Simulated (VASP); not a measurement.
Set up this calculation in VASP 6.6.1, as the native input.

```yaml
Task: single point
Functional: PBE
Potentials_or_basis: VASP PAW PBE potentials, release 64 (Sb, Au)
Cutoff: 520 eV
k_mesh: 3 × 3 × 3
Occupations: gaussian, width 0.1 eV
Spin: no spin polarisation
Dipole_correction: no
Further_INCAR_settings: ALGO = Normal; EDIFF = 1e-06; NBANDS = 30
```

The structure of Sb2Au3 lies in POSCAR:

```
Sb2Au3
1.0
    4.3700288401      2.5230373260      2.1341031611
   -4.3700288401      2.5230373260      2.1341031611
    0.0000000000     -5.0460746555      2.1341031570
Sb Au
2 3
Direct
    0.7195085749      0.7195085749      0.7195085749
    0.2804914251      0.2804914251      0.2804914251
    0.0000000000      0.5000000000      0.0000000000
    0.0000000000      0.0000000000      0.5000000000
    0.5000000000      0.0000000000      0.0000000000
```

The input as run:

INCAR

```
SYSTEM = Sb2Au3
  PREC = Accurate
  ENCUT = 520
  EDIFF = 1E-6
  ISMEAR = 0
  SIGMA = 0.1
  LREAL = .FALSE.
  LASPH = .TRUE.
  NELM = 80
  ALGO = Normal
  ISIF = 2
  LWAVE = .FALSE.
  LCHARG = .TRUE.
  GGA = PE
  LELF = .TRUE.
  LVHAR = .TRUE.
  NBANDS = 30
```

KPOINTS

```
Automatic mesh
0
G
  3 3 3
  0 0 0
```

Potentials or basis: VASP PAW PBE potentials, release 64 (Sb, Au).

Command:

```sh
$ cat potpaw_PBE.64/Sb/POTCAR potpaw_PBE.64/Au/POTCAR > POTCAR
$ mpirun -np 1 vasp_std > vasp.out
```

Results of the run:

```yaml
Pressure: 0.0 GPa
Largest_force: 0.015 eV/Å
```

Caveat: the k points lie up to 0.43 Å⁻¹ apart.

Run time: 22 s on 1 thread of Intel(R) Xeon(R) Platinum 8559C (Emerald Rapids), on a shared host, peak memory 0.25 GiB.
